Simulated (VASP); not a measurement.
# SiO2 (P4_2/mnm) in VASP: a series of runs

Runs on SiO2. Level: LDA. Tasks: single point.

All numbers are computed with VASP 6.6.1; they aren't measurements. Logs are shortened: lines on timing, memory, paths and dates and some standing lists are left out, and cuts for length are marked.

### 1 The cell of the first run

The structure is tetragonal, space group P4_2/mnm (No. 136). Conventional cell: a = 4.055 Å, b = 4.055 Å, c = 2.725 Å, α = 90.00°, β = 90.00°, γ = 90.00°. Si (site symmetry mmm) has 6 O at 1.75 to 1.76 Å within 2.3 Å. Within 2.3 Å of O (site symmetry m2m) lie 3 Si at 1.75 to 1.76 Å and 1 O at 2.23 Å.

### 2 Single point, LDA

Input file INCAR:

```
SYSTEM = SiO2
PREC = Accurate
ENCUT = 520
EDIFF = 1E-7
ISMEAR = 0
SIGMA = 0.05
LREAL = .False.
LASPH = .True.
NELM = 100
ALGO = Normal
ISIF = 2
LWAVE = .False.
LCHARG = .True.
LELF = .True.
LVHAR = .True.
NBANDS = 25
```

Input file KPOINTS:

```
Automatic mesh
0
Gamma
  6 6 8
  0 0 0
```

Input file POSCAR:

```
SiO2
1.0
    4.0554000000      0.0000000000      0.0000000000
    0.0000000000      4.0554000000      0.0000000000
    0.0000000000      0.0000000000      2.7252000000
Si O
2 4
Direct
    0.5000000000      0.5000000000      0.5000000000
    0.0000000000      0.0000000000      0.0000000000
    0.6944252994      0.6944252994      0.0000000000
    0.1944252994      0.8055747006      0.5000000000
    0.3055747006      0.3055747006      0.0000000000
    0.8055747006      0.1944252994      0.5000000000
```

Potentials or basis: VASP PAW LDA potentials, release 64 (Si, O).

Command:

```bash
cat potpaw_LDA.64/Si/POTCAR potpaw_LDA.64/O/POTCAR > POTCAR
mpirun -np 1 vasp_std > vasp.out
```

OUTCAR:

```text
SYSTEM = SiO2
   PREC = Accurate
   ENCUT = 520
   EDIFF = 1E-7
   ISMEAR = 0
   LREAL = .False.
   LASPH = .True.
   NELM = 100
   ISIF = 2

 ion  position               nearest neighbor table
   1  0.500  0.500  0.500-   4 1.75   6 1.75   5 1.76   3 1.76   3 1.76   5 1.76
   2  0.000  0.000  0.000-   3 1.75   5 1.75   4 1.76   6 1.76   4 1.76   6 1.76
   3  0.694  0.694  0.000-   2 1.75   1 1.76   1 1.76
   4  0.194  0.806  0.500-   1 1.75   2 1.76   2 1.76
   5  0.306  0.306  0.000-   2 1.75   1 1.76   1 1.76
   6  0.806  0.194  0.500-   1 1.75   2 1.76   2 1.76

  LATTYP: Found a simple tetragonal cell.
 ALAT       =     4.0554000000
 C/A-ratio  =     0.6719928984

  Lattice vectors:

 A1 = (   4.0554000000,   0.0000000000,   0.0000000000)
 A2 = (   0.0000000000,   4.0554000000,   0.0000000000)
 A3 = (   0.0000000000,   0.0000000000,   2.7252000000)

Analysis of symmetry for initial positions (statically):
=====================================================================
 Subroutine PRICEL returns:
 Original cell was already a primitive cell.

 Routine SETGRP: Setting up the symmetry group for a
 simple tetragonal supercell.

 Subroutine GETGRP returns: Found 16 space group operations
 (whereof  8 operations were pure point group operations)
 out of a pool of 16 trial point group operations.

The static configuration has the point symmetry D_2h.
 The point group associated with its full space group is D_4h.

Analysis of symmetry for dynamics (positions and initial velocities):
=====================================================================
 Subroutine PRICEL returns:
 Original cell was already a primitive cell.

 Routine SETGRP: Setting up the symmetry group for a
 simple tetragonal supercell.

 Subroutine GETGRP returns: Found 16 space group operations
 (whereof  8 operations were pure point group operations)
 out of a pool of 16 trial point group operations.

The dynamic configuration has the point symmetry D_2h.
 The point group associated with its full space group is D_4h.

 Subroutine INISYM returns: Found 16 space group operations
 (whereof  8 operations are pure point group operations),
 and found     1 'primitive' translations

----------------------------------------------------------------------------------------

                                     Primitive cell

  volume of cell :      44.8194

  direct lattice vectors                    reciprocal lattice vectors
     4.055400000  0.000000000  0.000000000     0.246584801  0.000000000  0.000000000
     0.000000000  4.055400000  0.000000000     0.000000000  0.246584801  0.000000000
     0.000000000  0.000000000  2.725200000     0.000000000  0.000000000  0.366945545

  length of vectors
     4.055400000  4.055400000  2.725200000     0.246584801  0.246584801  0.366945545

  position of ions in fractional coordinates (direct lattice)
     0.500000000  0.500000000  0.500000000
     0.000000000  0.000000000  0.000000000
     0.694425299  0.694425299  0.000000000
     0.194425299  0.805574701  0.500000000
     0.305574701  0.305574701  0.000000000
     0.805574701  0.194425299  0.500000000

  ion indices of the primitive-cell ions
   primitive index   ion index
                 1           1
                 2           2
                 3           3
                 4           4
                 5           5
                 6           6

----------------------------------------------------------------------------------------

 KPOINTS: Automatic mesh

Automatic generation of k-mesh.
 Grid dimensions read from file:
 generate k-points for:    6    6    8

 Generating k-lattice:

  Cartesian coordinates                     Fractional coordinates (reciprocal lattice)
     0.041097467  0.000000000  0.000000000     0.166666667  0.000000000  0.000000000
     0.000000000  0.041097467  0.000000000     0.000000000  0.166666667  0.000000000
     0.000000000  0.000000000  0.045868193     0.000000000  0.000000000  0.125000000

  Length of vectors
     0.041097467  0.041097467  0.045868193

  Shift w.r.t. Gamma in fractional coordinates (k-lattice)
     0.000000000  0.000000000  0.000000000

 Subroutine IBZKPT returns following result:
 ===========================================

 Found     50 irreducible k-points:

 Following reciprocal coordinates:
            Coordinates               Weight
  0.000000  0.000000  0.000000      1.000000
  0.166667  0.000000  0.000000      4.000000
  0.333333  0.000000  0.000000      4.000000
  0.500000  0.000000  0.000000      2.000000
  0.166667  0.166667  0.000000      4.000000
  0.333333  0.166667  0.000000      8.000000
[... 16 lines left out ...]
  0.333333  0.000000  0.250000      8.000000
  0.500000  0.000000  0.250000      4.000000
 [... further k-points ...]
   k-points           NKPTS =     50   k-points in BZ     NKDIM =     50   number of bands    NBANDS=     25
   number of dos      NEDOS =    301   number of ions     NIONS =      6
   total plane-waves  NPLWV =  18000
   dimension x,y,z NGX =    30 NGY =   30 NGZ =   20
   dimension x,y,z NGXF=    60 NGYF=   60 NGZF=   40
   ions per type =               2   4
   NGX,Y,Z   is equivalent  to a cutoff of  12.30, 12.30, 12.20 a.u.
   NGXF,Y,Z  is equivalent  to a cutoff of  24.60, 24.60, 24.40 a.u.
 SYSTEM =  SiO2
   PREC   = accura    normal or accurate (medium, high low for compatibility)
   ISTART =      0    job   : 0-new  1-cont  2-samecut
   ICHARG =      2    charge: 1-file 2-atom 10-const
   ISPIN  =      1    spin polarized calculation?
   LNONCOLLINEAR =      F non collinear calculations
   LSORBIT =      F    spin-orbit coupling
   LASPH  =      T    aspherical Exc in radial PAW
   ENCUT  =  520.0 eV  38.22 Ry    6.18 a.u.   7.54  7.54  5.07*2*pi/ulx,y,z
   NELM   =    100;   NELMIN=  2; NELMDL= -5     # of ELM steps
   EDIFF  = 0.1E-06   stopping-criterion for ELM
   LREAL  =      F    real-space projection
   EDIFFG = 0.1E-05   stopping-criterion for IOM
   NSW    =      0    number of steps for IOM
   IBRION =     -1    ionic relax: 0-MD 1-quasi-New 2-CG
   NFREE  =      0    steps in history (QN), initial steepest desc. (CG)
   ISIF   =      2    stress and relaxation
   ISYM   =      2    0-nonsym 1-usesym 2-fastsym
   POTIM  = 0.5000    time-step for ionic-motion
   TEBEG  =    0.0;   TEEND  =   0.0 temperature during run
   PSTRESS=    0.0 pullay stress
   NELECT =      32.0000    total number of electrons
   NUPDOWN=      -1.0000    fix difference up-down
   EMIN   =  10.00;   EMAX   =-10.00  energy-range for DOS
   EFERMI =   0.00;   METHOD = LEGACY
   ISMEAR =     0;   SIGMA  =   0.05  broadening in eV -4-tet -1-fermi 0-gaus
   EFERMI_NEDOS =   21; number of points for ismear=-14 and -15
   IALGO  =     38    algorithm
   IMIX   =      4    mixing-type and parameters
     AMIX     =   0.40;   BMIX     =  1.00
     AMIX_MAG =   1.60;   BMIX_MAG =  1.00
  volume/ion in A,a.u.               =       7.47        50.41
  Fermi-wavevector in a.u.,A,eV,Ry     =   1.463197  2.765042 29.129344  2.140946
  Thomas-Fermi vector in A             =   2.579321
   LORBIT       =      0    0 simple, 1 ext, 2 COOP (PROOUT), +10 PAW based schemes
   GGA     = CA    functional components
   LHFCALC =     F    Hartree Fock is set to
   AEXX    =    0.0000 exact exchange contribution
   IVDW    =     0    specifies the selected vdW correction
   LEPSILON=     F    determine dielectric tensor
   LRPA    =     F    only Hartree local field effects (RPA)
 non-spin polarized calculation
 Gauss-broadening in eV      SIGMA  =   0.05
  energy-cutoff  :      520.00
  volume of cell :       44.82
 maximum number of plane-waves:      1226
   NGX = 15   NGY = 15   NGZ = 11

 number of electron      32.0000010 magnetization

 Free energy of the ion-electron system (eV)
  ---------------------------------------------------
  ext. energy  EPLUGINS =         0.00000000
  ---------------------------------------------------
  free energy    TOTEN  =       -51.84571862 eV

  energy without entropy =      -51.84571862  energy(sigma->0) =      -51.84571862

 E-fermi :   8.9883     XC(G=0): -12.9450

 val. band max:        8.6879813665   @ k =   0.0000   0.0000   0.0000
 cond. band min:      14.5283487028   @ k =   0.0000   0.0000   0.0000
 fundamental gap:      5.8403673364
 Fermi energy:         8.9882861898

 k-point     1 :       0.0000    0.0000    0.0000
  band No.  band energies     occupation
      1     -14.0831      2.00000
      2     -10.0207      2.00000
      3     -10.0207      2.00000
      4      -9.6580      2.00000
      5      -2.4694      2.00000
      6       1.9913      2.00000
[... 17 lines left out ...]
     24      23.8337      0.00000
     25      24.6631      0.00000

 k-point     2 :       0.1667    0.0000    0.0000
  band No.  band energies     occupation
      1     -13.9212      2.00000
      2     -10.7417      2.00000
      3      -9.9367      2.00000
      4      -9.2980      2.00000
      5      -2.2533      2.00000
      6       1.4250      2.00000
[... 17 lines left out ...]
     24      23.1159      0.00000
     25      24.5074      0.00000

 k-point     3 :       0.3333    0.0000    0.0000
  band No.  band energies     occupation
      1     -13.4470      2.00000
      2     -11.7500      2.00000
      3      -9.7096      2.00000
      4      -9.2183      2.00000
      5      -1.6760      2.00000
      6       0.2389      2.00000
[... 17 lines left out ...]
     24      23.0046      0.00000
     25      23.0095      0.00000

 k-point     4 :       0.5000    0.0000    0.0000
  band No.  band energies     occupation
      1     -12.6981      2.00000
      2     -12.6981      2.00000
      3      -9.4206      2.00000
      4      -9.4206      2.00000
      5      -0.8287      2.00000
      6      -0.8287      2.00000
[... 17 lines left out ...]
     24      21.6100      0.00000
     25      23.7870      0.00000
[... 477 lines left out ...]
 k-point    22 :       0.1667    0.0000    0.2500
  band No.  band energies     occupation
      1     -13.1345      2.00000
      2     -10.3963      2.00000
      3      -9.6220      2.00000
      4      -9.4046      2.00000
      5      -2.0105      2.00000
      6       1.0219      2.00000
[... 17 lines left out ...]
     24      22.6362      0.00000
     25      22.7691      0.00000

 k-point    23 :       0.3333    0.0000    0.2500
  band No.  band energies     occupation
      1     -12.7010      2.00000
      2     -11.2105      2.00000
      3      -9.4998      2.00000
      4      -9.3083      2.00000
      5      -1.2228      2.00000
      6       0.5418      2.00000
[... 17 lines left out ...]
     24      21.3175      0.00000
     25      22.4000      0.00000

 k-point    24 :       0.5000    0.0000    0.2500
  band No.  band energies     occupation
      1     -12.0294      2.00000
      2     -12.0294      2.00000
      3      -9.3674      2.00000
      4      -9.3674      2.00000
      5      -0.2570      2.00000
      6      -0.2570      2.00000
[... 17 lines left out ...]
     24      21.1560      0.00000
     25      22.3740      0.00000

 [... further k-points ...]
[... 5 lines left out ...]
  --------------------------------------------------------------------------------------
  -------------------------------------------------------------------------------------
  Total        4.2435523      4.2435523     -1.5733915      0.0000000      0.0000000      0.0000000
  in kB      151.6960837    151.6960837    -56.2447015      0.0000000      0.0000000      0.0000000
  external PRESSURE =      82.3824887 kB  Pullay stress =       0.0000000 kB

 VOLUME and BASIS-vectors are now :
 -----------------------------------------------------------------------------
  energy-cutoff  :      520.00
  volume of cell :       44.82
      direct lattice vectors                 reciprocal lattice vectors
     4.055400000  0.000000000  0.000000000     0.246584801  0.000000000  0.000000000
     0.000000000  4.055400000  0.000000000     0.000000000  0.246584801  0.000000000
     0.000000000  0.000000000  2.725200000     0.000000000  0.000000000  0.366945545

 POSITION                                       TOTAL-FORCE (eV/Angst)
 -----------------------------------------------------------------------------------
      2.02770      2.02770      1.36260         0.000000      0.000000      0.000000
      0.00000      0.00000      0.00000         0.000000      0.000000      0.000000
      2.81617      2.81617      0.00000         0.268403      0.268403      0.000000
      0.78847      3.26693      1.36260         0.268403     -0.268403      0.000000
      1.23923      1.23923      0.00000        -0.268403     -0.268403     -0.000000
      3.26693      0.78847      1.36260        -0.268403      0.268403      0.000000
 -----------------------------------------------------------------------------------
    total drift:                               -0.000000      0.000000      0.000000

  FREE ENERGIE OF THE ION-ELECTRON SYSTEM (eV)
  ---------------------------------------------------
  free  energy   TOTEN  =       -51.8457186229 eV

  energy  without entropy=      -51.8457186229  energy(sigma->0) =      -51.84571862
```

Wall time 71 s (1 thread of AMD EPYC 7R13, shared host); peak memory 0.13 GiB.

Results:

```
Free energy            : -51.8457 eV
Pressure               : 8.2 GPa
Largest force          : 0.380 eV/Å
Band gap on the k mesh : 5.84 eV, direct
```

Forces on the atoms (eV/Å):
```
Si   0.000  0.000  0.000
Si   0.000  0.000  0.000
O    0.268  0.268  0.000
O    0.268 -0.268  0.000
O   -0.268 -0.268  0.000
O   -0.268  0.268  0.000
```

Stress tensor (GPa, compression positive):
```
15.17  0.00  0.00
 0.00 15.17  0.00
 0.00  0.00 -5.62
```

Levels at points of the mesh, in eV from the valence-band top:
| k point | band 13 | band 14 | band 15 | band 16 | band 17 | band 18 | band 19 | band 20 |
| --- | --- | --- | --- | --- | --- | --- | --- | --- |
| (0.00, 0.00, 0.00) | -2.74 | -0.85 | -0.85 | 0.00 | 5.84 | 6.07 | 7.90 | 7.90 |
| (0.50, 0.00, 0.00) | -2.96 | -2.96 | -1.06 | -1.06 | 7.58 | 7.58 | 8.59 | 8.59 |
| (0.50, 0.50, 0.00) | -2.95 | -2.95 | -2.24 | -2.24 | 7.26 | 7.26 | 9.70 | 9.70 |
| (0.00, 0.00, 0.50) | -3.50 | -3.50 | -2.79 | -2.79 | 9.53 | 9.53 | 12.58 | 12.58 |
| (0.50, 0.00, 0.50) | -2.27 | -2.27 | -1.83 | -1.83 | 9.11 | 9.11 | 10.63 | 10.63 |
| (0.50, 0.50, 0.50) | -1.68 | -1.68 | -1.60 | -1.60 | 7.68 | 7.68 | 11.23 | 11.23 |

A k mesh can miss the band edges.

### 3 Single point, LDA

This run uses another cell than the first one, of the same volume but with other edges.

Input file INCAR:

```
PREC     = Accurate       # precision mode
ENCUT    = 520            # plane-wave cutoff, eV
EDIFF    = 1E-6           # SCF threshold, eV
ISMEAR   = 0              # smearing method
SIGMA    = 0.05           # smearing width, eV
LREAL    = False          # projectors in reciprocal space
LASPH    = True           # aspherical terms in the spheres
NELM     = 100            # most SCF steps
ALGO     = Normal         # electronic algorithm
ISIF     = 2              # what is computed and relaxed
LWAVE    = False          # write WAVECAR
LCHARG   = False          # write CHGCAR
GGA      = CA             # functional
NBANDS   = 25             # bands
```

Input file KPOINTS:

```
regular mesh
0
Gamma
  6 6 8
```

POSCAR: that of step 2 with these lines changed.

```diff
@@ -2,5 +2,5 @@
 1.0
-    4.0554000000      0.0000000000      0.0000000000
-    0.0000000000      4.0554000000      0.0000000000
-    0.0000000000      0.0000000000      2.7252000000
+    4.1551517022      0.0000000000      0.0000000000
+    0.0000000000      4.1551517022      0.0000000000
+    0.0000000000      0.0000000000      2.5974000000
 Si O
```

Potentials or basis: VASP PAW LDA potentials, release 64 (Si, O).

Command:

```bash
cat potpaw_LDA.64/Si/POTCAR potpaw_LDA.64/O/POTCAR > POTCAR
mpirun -np 1 vasp_std > vasp.out
```

Run time: 68 s. Hardware: 1 thread of AMD EPYC 7R13, shared host; peak memory 0.13 GiB.

It converged, with:

- Free energy: -51.8884 eV
- Pressure: 11.1 GPa
- Largest force: 0.098 eV/Å
- Band gap on the k mesh: 6.35 eV, direct

Forces on the atoms (eV/Å):
```
Si   0.000  0.000  0.000
Si   0.000  0.000  0.000
O    0.069  0.069  0.000
O    0.069 -0.069  0.000
O   -0.069 -0.069  0.000
O   -0.069  0.069  0.000
```

Stress tensor (GPa, compression positive):
```
 5.87  0.00  0.00
 0.00  5.87  0.00
 0.00  0.00 21.58
```

Levels at points of the mesh, in eV from the valence-band top:
```tsv
k point	band 14	band 15	band 16	band 17	band 18	band 19
(0.00, 0.00, 0.00)	-0.95	-0.95	0.00	6.35	6.92	8.93
(0.50, 0.00, 0.00)	-2.70	-1.14	-1.14	8.31	8.31	9.44
(0.50, 0.50, 0.00)	-2.76	-2.52	-2.52	7.92	7.92	10.44
(0.00, 0.00, 0.50)	-3.28	-2.86	-2.86	9.34	9.34	12.77
(0.50, 0.00, 0.50)	-2.46	-1.89	-1.89	8.90	8.90	9.92
(0.50, 0.50, 0.50)	-1.91	-1.67	-1.67	7.40	7.40	10.97
```

(Continued in part 2 of 2.)
